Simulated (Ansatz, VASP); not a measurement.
SiO2 in VASP and in Ansatz

```
CELL_PARAMETERS angstrom
4.96239 0.00000 0.00000
0.00000 4.96239 0.00000
0.00000 0.00000 6.92681
ATOMIC_POSITIONS crystal
Si 0.30017 0.30017 0.00000
Si 0.19983 0.80017 0.25000
Si 0.69983 0.69983 0.50000
Si 0.80017 0.19983 0.75000
O 0.23944 0.10492 0.17852
O 0.39508 0.73944 0.42852
O 0.76056 0.89508 0.67852
O 0.60492 0.26056 0.92852
O 0.73944 0.39508 0.57148
O 0.89508 0.76056 0.32148
O 0.26056 0.60492 0.07148
O 0.10492 0.23944 0.82148
```

Alike in both runs: task single point; functional PBE; k mesh 5 × 5 × 4; occupations fermi-dirac, width 0.1455 eV; no spin polarisation.

|  | VASP | Ansatz |
| --- | --- | --- |
| version | VASP 6.6.1 | Ansatz 0.2.0 |
| potentials or method | VASP PAW PBE potentials, release 64 (Si, O), cutoff 520 eV | PAW plane waves |
| valence electrons in the cell | 64 | 64 |

VASP gave:

- gap on the k mesh at the Fermi level (eV): 5.82
- pressure (GPa): 8.3
- traceless stress, the component that is largest in VASP (GPa): 0.48
- rms of the force components (eV/Å): 0.251

Task: Which values does Ansatz return?

Result: gap on the k mesh at the Fermi level (eV): 5.82; pressure (GPa): 8.2; traceless stress, the component that is largest in VASP (GPa): 0.50; rms of the force components (eV/Å): 0.251.

Atom by atom the forces differ by 0.009 eV/Å (rms over components).
